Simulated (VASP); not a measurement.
# TeMo5 (F-43m) in VASP: further runs

Runs on TeMo5. Level: PBE. Tasks: single point, relaxation of cell and atoms.

Program: VASP 6.6.1. These are calculated values, not measurements. Logs are shortened: lines on timing, memory, paths and dates and some standing lists are left out, and cuts for length are marked.

### Step 1. The cell of the first run

It takes space group F-43m (No. 216, cubic). Conventional cell: a = 8.047 Å, b = 8.047 Å, c = 8.047 Å, α = 90.00°, β = 90.00°, γ = 90.00°. Te (site symmetry -43m) has 16 Mo at 3.33 to 3.48 Å within 4.4 Å. Within 3.7 Å of Mo (site symmetry 3m) lie 9 Mo at 2.83 to 3.34 Å and 3 Te at 3.33 Å. Within 4.4 Å of Mo (site symmetry -43m) lie 12 Mo at 3.34 Å and 4 Te at 3.48 Å.

The cell was built from a structure type or drawn by symmetry, and may not be a known phase.

### Step 2. Single point, PBE

The input, INCAR:

```
SYSTEM = TeMo5
ALGO     = Normal         ! electronic algorithm
EDIFF    = 1E-7           ! SCF threshold, eV
ENCUT    = 520            ! plane-wave cutoff, eV
GGA      = PE             ! functional
ISIF     = 2              ! what is computed and relaxed
ISMEAR   = 0              ! smearing method
LASPH    = .TRUE.         ! aspherical terms in the spheres
LCHARG   = .FALSE.        ! write CHGCAR
LREAL    = .FALSE.        ! projectors in reciprocal space
LWAVE    = .FALSE.        ! write WAVECAR
NBANDS   = 47             ! bands
NELM     = 80             ! most SCF steps
PREC     = Accurate       ! precision mode
SIGMA    = 0.1            ! smearing width, eV
```

The input, KPOINTS:

```
k-points
0
G
  4 4 4
  0 0 0
```

The input, POSCAR:

```
TeMo5
1.0
    0.0000000000      4.0237406400      4.0237406400
    4.0237406400      0.0000000000      4.0237406400
    4.0237406400      4.0237406400      0.0000000000
Te Mo
1 5
Direct
    0.2500000000      0.2500000000      0.2500000000
    0.3727328200      0.8757557300      0.8757557300
    0.8757557300      0.3727328200      0.8757557300
    0.8757557300      0.8757557300      0.3727328200
    0.8757557300      0.8757557300      0.8757557300
    0.5000000000      0.5000000000      0.5000000000
```

Potentials or basis: VASP PAW PBE potentials, release 64 (Te, Mo_sv).

The run is started by

```bash
> cat potpaw_PBE.64/Te/POTCAR potpaw_PBE.64/Mo_sv/POTCAR > POTCAR
> mpirun -np 1 vasp_std > vasp.out
```

OUTCAR:

```text
SYSTEM = TeMo5
   EDIFF = 1E-7
   ENCUT = 520
   GGA = PE
   ISIF = 2
   ISMEAR = 0
   LASPH = .TRUE.
   LREAL = .FALSE.
   NELM = 80
   PREC = Accurate

 ion  position               nearest neighbor table
   1  0.250  0.250  0.250-   2 3.33   3 3.33   4 3.33   5 3.33   5 3.33   5 3.33   2 3.33   3 3.33
                             4 3.33   4 3.33   2 3.33   3 3.33   6 3.48   6 3.48   6 3.48   6 3.48
   2  0.373  0.876  0.876-   3 2.83   4 2.83   5 2.83   5 2.86   4 2.86   3 2.86   1 3.33   1 3.33
                             1 3.33   6 3.34   6 3.34   6 3.34
   3  0.876  0.373  0.876-   2 2.83   4 2.83   5 2.83   4 2.86   5 2.86   2 2.86   1 3.33   1 3.33
                             1 3.33   6 3.34   6 3.34   6 3.34
   4  0.876  0.876  0.373-   2 2.83   3 2.83   5 2.83   5 2.86   3 2.86   2 2.86   1 3.33   1 3.33
                             1 3.33   6 3.34   6 3.34   6 3.34
   5  0.876  0.876  0.876-   2 2.83   3 2.83   4 2.83   4 2.86   3 2.86   2 2.86   1 3.33   1 3.33
                             1 3.33   6 3.34   6 3.34   6 3.34
   6  0.500  0.500  0.500-   2 3.34   3 3.34   2 3.34   4 3.34   3 3.34   4 3.34   5 3.34   5 3.34
                             5 3.34   2 3.34   3 3.34   4 3.34   1 3.48   1 3.48   1 3.48   1 3.48

  LATTYP: Found a face centered cubic cell.
 ALAT       =     8.0474812800

  Lattice vectors:

 A1 = (   0.0000000000,   4.0237406400,   4.0237406400)
 A2 = (   4.0237406400,   0.0000000000,   4.0237406400)
 A3 = (   4.0237406400,   4.0237406400,   0.0000000000)

Analysis of symmetry for initial positions (statically):
=====================================================================
 Subroutine PRICEL returns:
 Original cell was already a primitive cell.

 Routine SETGRP: Setting up the symmetry group for a
 face centered cubic supercell.

 Subroutine GETGRP returns: Found 24 space group operations
 (whereof 24 operations were pure point group operations)
 out of a pool of 48 trial point group operations.

The static configuration has the point symmetry T_d .

Analysis of symmetry for dynamics (positions and initial velocities):
=====================================================================
 Subroutine PRICEL returns:
 Original cell was already a primitive cell.

 Routine SETGRP: Setting up the symmetry group for a
 face centered cubic supercell.

 Subroutine GETGRP returns: Found 24 space group operations
 (whereof 24 operations were pure point group operations)
 out of a pool of 48 trial point group operations.

The dynamic configuration has the point symmetry T_d .

 Subroutine INISYM returns: Found 24 space group operations
 (whereof 24 operations are pure point group operations),
 and found     1 'primitive' translations

----------------------------------------------------------------------------------------

                                     Primitive cell

  volume of cell :     130.2927

  direct lattice vectors                    reciprocal lattice vectors
     0.000000000  4.023740640  4.023740640    -0.124262482  0.124262482  0.124262482
     4.023740640  0.000000000  4.023740640     0.124262482 -0.124262482  0.124262482
     4.023740640  4.023740640  0.000000000     0.124262482  0.124262482 -0.124262482

  length of vectors
     5.690428585  5.690428585  5.690428585     0.215228933  0.215228933  0.215228933

  position of ions in fractional coordinates (direct lattice)
     0.250000000  0.250000000  0.250000000
     0.372732820  0.875755730  0.875755730
     0.875755730  0.372732820  0.875755730
     0.875755730  0.875755730  0.372732820
     0.875755730  0.875755730  0.875755730
     0.500000000  0.500000000  0.500000000

  ion indices of the primitive-cell ions
   primitive index   ion index
                 1           1
                 2           2
                 3           3
                 4           4
                 5           5
                 6           6

----------------------------------------------------------------------------------------

 KPOINTS: k-points

Automatic generation of k-mesh.
 Grid dimensions read from file:
 generate k-points for:    4    4    4

 Generating k-lattice:

  Cartesian coordinates                     Fractional coordinates (reciprocal lattice)
    -0.031065621  0.031065621  0.031065621     0.250000000  0.000000000  0.000000000
     0.031065621 -0.031065621  0.031065621     0.000000000  0.250000000  0.000000000
     0.031065621  0.031065621 -0.031065621     0.000000000  0.000000000  0.250000000

  Length of vectors
     0.053807233  0.053807233  0.053807233

  Shift w.r.t. Gamma in fractional coordinates (k-lattice)
     0.000000000  0.000000000  0.000000000

 Subroutine IBZKPT returns following result:
 ===========================================

 Found      8 irreducible k-points:

 Following reciprocal coordinates:
            Coordinates               Weight
  0.000000  0.000000  0.000000      1.000000
[... 62 lines left out ...]

 number of electron      76.0000001 magnetization

 Free energy of the ion-electron system (eV)
  ---------------------------------------------------
  ext. energy  EPLUGINS =         0.00000000
  ---------------------------------------------------
  free energy    TOTEN  =       -51.89180434 eV

  energy without entropy =      -51.83541095  energy(sigma->0) =      -51.86360764

 E-fermi :   8.7617     XC(G=0): -11.5184

 val. band max:        8.7318118186   @ k =   0.5000   0.2500   0.0000
 cond. band min:       8.7642352947   @ k =  -0.2500   0.2500   0.0000
 fundamental gap:      0.0324234761
 Fermi energy:         8.7617049673

 k-point     1 :       0.0000    0.0000    0.0000
  band No.  band energies     occupation
      1     -52.6990      2.00000
      2     -52.3883      2.00000
      3     -52.2528      2.00000
      4     -52.2528      2.00000
      5     -52.2528      2.00000
      6     -26.9569      2.00000
[... 39 lines left out ...]
     46      10.5738      0.00000
     47      10.5738      0.00000

 k-point     2 :       0.2500    0.0000    0.0000
  band No.  band energies     occupation
      1     -52.6988      2.00000
      2     -52.3745      2.00000
      3     -52.2671      2.00000
      4     -52.2528      2.00000
      5     -52.2528      2.00000
      6     -26.8762      2.00000
[... 39 lines left out ...]
     46      10.6066      0.00000
     47      10.6066      0.00000

 k-point     3 :       0.5000    0.0000    0.0000
  band No.  band energies     occupation
      1     -52.6987      2.00000
      2     -52.3554      2.00000
      3     -52.2868      2.00000
      4     -52.2528      2.00000
      5     -52.2528      2.00000
      6     -26.8006      2.00000
[... 39 lines left out ...]
     46      10.2209      0.00000
     47      10.2209      0.00000

 k-point     4 :       0.2500    0.2500    0.0000
  band No.  band energies     occupation
      1     -52.6988      2.00000
      2     -52.3690      2.00000
      3     -52.2728      2.00000
      4     -52.2528      2.00000
      5     -52.2528      2.00000
      6     -26.8372      2.00000
[... 39 lines left out ...]
     46      10.3990      0.00000
     47      10.3990      0.00000

 k-point     5 :       0.5000    0.2500    0.0000
  band No.  band energies     occupation
      1     -52.6986      2.00000
      2     -52.3457      2.00000
      3     -52.2967      2.00000
      4     -52.2529      2.00000
      5     -52.2529      2.00000
      6     -26.7357      2.00000
[... 39 lines left out ...]
     46      10.2276      0.00000
     47      10.3677      0.00000

 k-point     6 :      -0.2500    0.2500    0.0000
  band No.  band energies     occupation
      1     -52.6987      2.00000
      2     -52.3554      2.00000
      3     -52.2869      2.00000
      4     -52.2529      2.00000
      5     -52.2529      2.00000
      6     -26.7762      2.00000
[... 39 lines left out ...]
     46      10.2724      0.00000
     47      10.7532      0.00000

 k-point     7 :       0.5000    0.5000    0.0000
  band No.  band energies     occupation
      1     -52.6986      2.00000
      2     -52.3265      2.00000
      3     -52.3160      2.00000
      4     -52.2529      2.00000
      5     -52.2529      2.00000
      6     -26.7009      2.00000
[... 39 lines left out ...]
     46      10.0999      0.00000
     47      10.1338      0.00000

 k-point     8 :      -0.2500    0.5000    0.2500
  band No.  band energies     occupation
      1     -52.6986      2.00000
      2     -52.3266      2.00000
      3     -52.3160      2.00000
      4     -52.2529      2.00000
      5     -52.2529      2.00000
      6     -26.7088      2.00000
[... 39 lines left out ...]
     46      10.1028      0.00000
     47      10.5766      0.00000

------------------------ aborting loop because EDIFF is reached ----------------------------------------

  FORCE on cell =-STRESS in cart. coord.  units (eV):
  Direction    XX          YY          ZZ          XY          YZ          ZX
  --------------------------------------------------------------------------------------
  -------------------------------------------------------------------------------------
  Total      -21.1553713    -21.1553713    -21.1553713     -0.0000000      0.0000000     -0.0000000
  in kB     -260.1424947   -260.1424947   -260.1424947     -0.0000000      0.0000000     -0.0000000
  external PRESSURE =    -260.1424947 kB  Pullay stress =       0.0000000 kB

 VOLUME and BASIS-vectors are now :
 -----------------------------------------------------------------------------
  energy-cutoff  :      520.00
  volume of cell :      130.29
      direct lattice vectors                 reciprocal lattice vectors
     0.000000000  4.023740640  4.023740640    -0.124262482  0.124262482  0.124262482
     4.023740640  0.000000000  4.023740640     0.124262482 -0.124262482  0.124262482
     4.023740640  4.023740640  0.000000000     0.124262482  0.124262482 -0.124262482

 POSITION                                       TOTAL-FORCE (eV/Angst)
 -----------------------------------------------------------------------------------
      2.01187      2.01187      2.01187         0.000000      0.000000     -0.000000
      7.04763      5.02359      5.02359        -0.065989      0.065989      0.065989
      5.02359      7.04763      5.02359         0.065989     -0.065989      0.065989
      5.02359      5.02359      7.04763         0.065989      0.065989     -0.065989
      7.04763      7.04763      7.04763        -0.065989     -0.065989     -0.065989
      4.02374      4.02374      4.02374         0.000000     -0.000000     -0.000000
 -----------------------------------------------------------------------------------
    total drift:                               -0.000154     -0.000154     -0.000154

  FREE ENERGIE OF THE ION-ELECTRON SYSTEM (eV)
  ---------------------------------------------------
  free  energy   TOTEN  =       -51.8918043357 eV

  energy  without entropy=      -51.8354109465  energy(sigma->0) =      -51.86360764
```

Wall time 39 s (1 thread of Intel Xeon 6975P-C (Granite Rapids), shared host); peak memory 0.26 GiB.

What came out:

```yaml
Free_energy: -51.8918 eV
Pressure: -26.0 GPa
Largest_force: 0.114 eV/Å
Band_gap_on_the_k_mesh: zero (bands 38 and 39 overlap by 0.82 eV)
```

Forces in eV/Å, atoms in the order of the input:
```
Te   0.000  0.000  0.000
Mo  -0.066  0.066  0.066
Mo   0.066 -0.066  0.066
Mo   0.066  0.066 -0.066
Mo  -0.066 -0.066 -0.066
Mo   0.000  0.000  0.000
```

Caveat: the cell stands under tension; spin-orbit coupling is left out, which moves the levels of the heavy elements.

### Step 3. Single point, PBE

This run uses another cell than the first one, of 17.19 Å³/atom.

The input, INCAR:

```
PREC = Accurate ; ENCUT = 520
EDIFF = 1E-7 ; ISMEAR = 0
SIGMA = 0.1 ; LREAL = False
LASPH = True ; NELM = 100
ALGO = Fast ; ISIF = 2
LWAVE = False ; LCHARG = False
GGA = PE ; NBANDS = 47
```

The input, KPOINTS:

```
Automatic mesh
0
Gamma
  10 10 10
```

The input, POSCAR:

```
TeMo5
1.0
    0.0000000000      3.7222210563      3.7222210563
    3.7222210563      0.0000000000      3.7222210563
    3.7222210563      3.7222210563      0.0000000000
Te Mo
1 5
Direct
    0.7500000000      0.7500000000      0.7500000000
    0.1242557588      0.1242557588      0.6272327237
    0.6272327237      0.1242557588      0.1242557588
    0.1242557588      0.1242557588      0.1242557588
    0.1242557588      0.6272327237      0.1242557588
    0.5000000000      0.5000000000      0.5000000000
```

Potentials or basis: VASP PAW PBE potentials, release 64 (Te, Mo_sv).

The run is started by

```bash
> cat potpaw_PBE.64/Te/POTCAR potpaw_PBE.64/Mo_sv/POTCAR > POTCAR
> mpirun -np 1 vasp_std > vasp.out
```

Run time: 2.5 min. Hardware: 1 thread of Intel Xeon 6975P-C (Granite Rapids), shared host; peak memory 0.35 GiB.

Results (log left out):

* Free energy: -54.5978 eV
* Pressure: 0.3 GPa
* Largest force: 0.020 eV/Å
* Band gap on the k mesh: zero (bands 38 and 39 overlap by 1.13 eV)

Forces in eV/Å, atoms in the order of the input:
```
Te   0.000  0.000  0.000
Mo  -0.011 -0.011  0.011
Mo   0.011 -0.011 -0.011
Mo   0.011  0.011  0.011
Mo  -0.011  0.011 -0.011
Mo   0.000  0.000  0.000
```

Levels at points of the mesh, in eV from the Fermi level:
| k point | band 35 | band 36 | band 37 | band 38 | band 39 | band 40 | band 41 | band 42 |
| --- | --- | --- | --- | --- | --- | --- | --- | --- |
| (0.00, 0.00, 0.00) | -1.28 | -1.28 | 0.72 | 0.72 | 0.72 | 1.39 | 1.39 | 1.39 |
| (0.50, 0.00, 0.00) | -1.58 | -1.16 | -0.83 | 0.42 | 0.42 | 0.60 | 0.73 | 0.73 |
| (0.50, 0.50, 0.00) | -1.63 | -1.08 | -1.08 | -0.96 | -0.29 | 0.03 | 0.88 | 0.99 |

Caveat: spin-orbit coupling is left out, which moves the levels of the heavy elements.

### Step 4. Relaxation of cell and atoms, PBE

This run uses another cell than the first one, of 17.16 Å³/atom.

The input, INCAR:

```
SYSTEM = TeMo5
  PREC = Accurate
  ENCUT = 600
  EDIFF = 1E-6
  ISMEAR = 0
  SIGMA = 0.1
  LREAL = .False.
  LASPH = .True.
  NELM = 80
  ALGO = Fast
  ISIF = 3
  LWAVE = .False.
  LCHARG = .False.
  GGA = PE
  IBRION = 2
  NSW = 100
  EDIFFG = -0.01
```

The input, KPOINTS:

```
regular mesh
0
Gamma
  10 10 10
  0 0 0
```

The input, POSCAR:

```
TeMo5
1.0
    0.0000000000      3.7203078252      3.7203078252
    3.7203078252      0.0000000000      3.7203078252
    3.7203078252      3.7203078252      0.0000000000
Te Mo
1 5
Direct
    0.7500000000      0.7500000000      0.7500000000
    0.1241510379      0.1241510379      0.6275468864
    0.6275468864      0.1241510379      0.1241510379
    0.1241510379      0.1241510379      0.1241510379
    0.1241510379      0.6275468864      0.1241510379
    0.5000000000      0.5000000000      0.5000000000
```

The run is started by

```bash
> cat potpaw_PBE.64/Te/POTCAR potpaw_PBE.64/Mo_sv/POTCAR > POTCAR
> mpirun -np 1 vasp_std > vasp.out
```

Wall time 9.9 min (1 thread of Intel Xeon 6975P-C (Granite Rapids), shared host); peak memory 0.4 GiB.

The run converged. Its results:

| Item | Value |
| --- | --- |
| Free energy | -54.5978 eV |
| Relaxed volume | 17.21 Å³/atom |
| Relaxed cell | a = 5.266 Å, b = 5.266 Å, c = 5.266 Å, α = 60.00°, β = 60.00°, γ = 60.00° |
| Space group after relaxing (to 0.1 Å) | F-43m (No. 216) |
| Energy gained by relaxing | 0.1 meV/atom |
| Ionic steps | 6 |
| Pressure after relaxing | 0.0 GPa |
| Band gap on the k mesh | zero (bands 38 and 39 overlap by 1.13 eV) |

Forces in eV/Å, atoms in the order of the input:
```
Te   0.000  0.000  0.000
Mo  -0.001 -0.001  0.001
Mo   0.001 -0.001 -0.001
Mo   0.001  0.001  0.001
Mo  -0.001  0.001 -0.001
Mo   0.000  0.000  0.000
```

Step by step:
| step | energy change (eV) | largest force (eV/Å) | pressure (GPa) | volume (Å³) |
| --- | --- | --- | --- | --- |
| 1 | 0.0000 | 0.0629 | 0.53 | 102.98 |
| 2 | 0.0010 | 0.0280 | -0.99 | 103.83 |
| 3 | -0.0007 | 0.0273 | -0.07 | 103.31 |
| 4 | -0.0007 | 0.0278 | -0.05 | 103.30 |
| 5 | -0.0007 | 0.0151 | 0.05 | 103.25 |
| 6 | -0.0007 | 0.0020 | 0.03 | 103.27 |

Final structure:
```xyz
6
Lattice="0.0000 3.7238 3.7238 3.7238 0.0000 3.7238 3.7238 3.7238 0.0000" Properties=species:S:1:pos:R:3 pbc="T T T"
Te    5.5857    5.5857    5.5857
Mo    2.7980    2.7980    0.9258
Mo    0.9258    2.7980    2.7980
Mo    0.9258    0.9258    0.9258
Mo    2.7980    0.9258    2.7980
Mo    3.7238    3.7238    3.7238
```

Levels at points of the mesh, in eV from the Fermi level:
| k point | band 34 | band 35 | band 36 | band 37 | band 38 | band 39 | band 40 | band 41 | band 42 | band 43 |
| --- | --- | --- | --- | --- | --- | --- | --- | --- | --- | --- |
| (0.00, 0.00, 0.00) | -1.36 | -1.28 | -1.28 | 0.72 | 0.72 | 0.72 | 1.39 | 1.39 | 1.39 | 1.79 |
| (0.50, 0.00, 0.00) | -1.57 | -1.57 | -1.16 | -0.83 | 0.41 | 0.41 | 0.60 | 0.73 | 0.73 | 1.14 |
| (0.50, 0.50, 0.00) | -1.88 | -1.63 | -1.08 | -1.08 | -0.96 | -0.29 | 0.03 | 0.88 | 0.98 | 1.16 |

Caveat: spin-orbit coupling is left out, which moves the levels of the heavy elements.

### Step 5. Summary

| task | cell | k mesh | cutoff (eV) | gap on the mesh (eV) | pressure (GPa) | largest force (eV/Å) |
| --- | --- | --- | --- | --- | --- | --- |
| single point | a = 5.690 Å, angles 60.0°, 6 atoms | 4 × 4 × 4 | 520 | none | -26.0 | 0.11 |
| single point | a = 5.264 Å, angles 60.0°, 6 atoms | 10 × 10 × 10 | 520 | none | 0.3 | 0.02 |
| relaxation of cell and atoms | relaxed from a = 5.261 Å, angles 60.0°, 6 atoms | 10 × 10 × 10 | 600 | none | 0.0 | - |

Alike in all rows: level PBE; potentials or basis VASP PAW PBE potentials, release 64 (Te, Mo_sv); no spin polarisation; smearing gaussian 0.1 eV.

Caveats: spin-orbit coupling is left out, which moves the levels of the heavy elements; the cell stands under tension (at least some runs).

Total energies depend on the potentials used, so only differences within one code and one set of settings carry meaning.
